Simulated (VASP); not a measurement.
Here is a VASP 6.6.1 calculation.

Contents of INCAR:

```
SYSTEM = Er4Br
PREC     = Accurate       ! precision mode
ENCUT    = 500            ! plane-wave cutoff, eV
EDIFF    = 1E-6           ! SCF threshold, eV
ISMEAR   = 0              ! smearing method
SIGMA    = 0.1            ! smearing width, eV
LREAL    = .False.        ! projectors in reciprocal space
LASPH    = .True.         ! aspherical terms in the spheres
NELM     = 200            ! most SCF steps
ALGO     = Normal         ! electronic algorithm
ISIF     = 2              ! what is computed and relaxed
LWAVE    = .False.        ! write WAVECAR
LCHARG   = .True.         ! write CHGCAR
GGA      = PE             ! functional
LELF     = .True.         ! ELF
LVHAR    = .True.       
NBANDS   = 30             ! bands
GGA_COMPAT= .False.      
LMAXMIX  = 6              ! l up to which the mixer works
```

Contents of KPOINTS:

```
Automatic mesh
0
Gamma
  4 4 4
  0 0 0
```

The input POSCAR:

```
Er4Br
1.0
   -2.8328221477      2.8328221477      4.6016825358
    2.8328221477     -2.8328221477      4.6016825358
    2.8328221477      2.8328221477     -4.6016825358
Er Br
4 1
Direct
    0.5000000000      0.0000000000      0.5000000000
    0.0000000000      0.5000000000      0.5000000000
    0.1988681159      0.1988681159      0.0000000000
    0.8011318841      0.8011318841      0.0000000000
    0.5000000000      0.5000000000      0.0000000000
```

Potentials or basis: VASP PAW PBE potentials, release 64 (Er_3, Br), 4f in core.

Run with:

```console
$ cat potpaw_PBE.64/Er_3/POTCAR potpaw_PBE.64/Br/POTCAR > POTCAR
$ mpirun -np 1 vasp_std > vasp.out
```

Problem. Estimate the pressure.

Solution. 0.4 GPa.

Problem. Predict the largest force.

Solution. 0.023 eV/Å.

Stress tensor (GPa, compression positive):
```
0.31 0.00 0.00
0.00 0.31 0.00
0.00 0.00 0.57
```

Caveat: spin-orbit coupling is left out, which moves the levels of the heavy elements; the 4f electrons are frozen in the core, so they carry no moment and show no levels; an odd number of electrons without spin polarisation forces a metal; a magnetic or distorted state may lie lower; the run has no spin polarisation, though such a crystal can be magnetic. Spin polarisation is off, so any magnetic state and its effect on volume and gap are missing.
